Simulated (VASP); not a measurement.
Wanted: the native input for a VASP 6.6.1 run.

```yaml
Task: single point
Functional: PBE
Potentials_or_basis: VASP PAW PBE potentials, release 64 (Ir)
Cutoff: 520 eV
k_mesh: 11 × 11 × 6
Occupations: gaussian, width 0.026 eV
Spin: no spin polarisation
Dipole_correction: no
Further_INCAR_settings: ALGO = Normal; EDIFF = 1e-06; NBANDS = 16
```

The structure of Ir lies in POSCAR:

```
Ir
1.0
    2.7513778946      0.0000000000      0.0000000000
   -1.3756889473      2.3827631521      0.0000000000
    0.0000000000      0.0000000000      4.4622900000
Ir
2
Direct
    0.3333333333      0.6666666667      0.2500000000
    0.6666666667      0.3333333333      0.7500000000
```

This isn't the form of Ir at room conditions, which is fcc.

The input as run:

INCAR

```
SYSTEM = Ir
  PREC = Accurate
  ENCUT = 520
  EDIFF = 1E-6
  ISMEAR = 0
  SIGMA = 0.026000000000000002
  LREAL = .FALSE.
  LASPH = .TRUE.
  NELM = 100
  ALGO = Normal
  ISIF = 2
  LWAVE = .FALSE.
  LCHARG = .FALSE.
  GGA = PE
  NBANDS = 16
```

KPOINTS

```
Automatic mesh
0
G
  11 11 6
  0 0 0
```

Potentials or basis: VASP PAW PBE potentials, release 64 (Ir).

Command:

```bash
$ cat potpaw_PBE.64/Ir/POTCAR > POTCAR
$ mpirun -np 1 vasp_std > vasp.out
```

Results of the run:

The pressure is -1.0 GPa. The band gap on the k mesh is zero (bands 9 and 10 overlap by 3.07 eV).

Caveat: spin-orbit coupling is left out, which moves the levels of the heavy elements.

It took 33 s on 1 thread of AMD EPYC 7R13, on a shared host, peak memory 0.13 GiB.
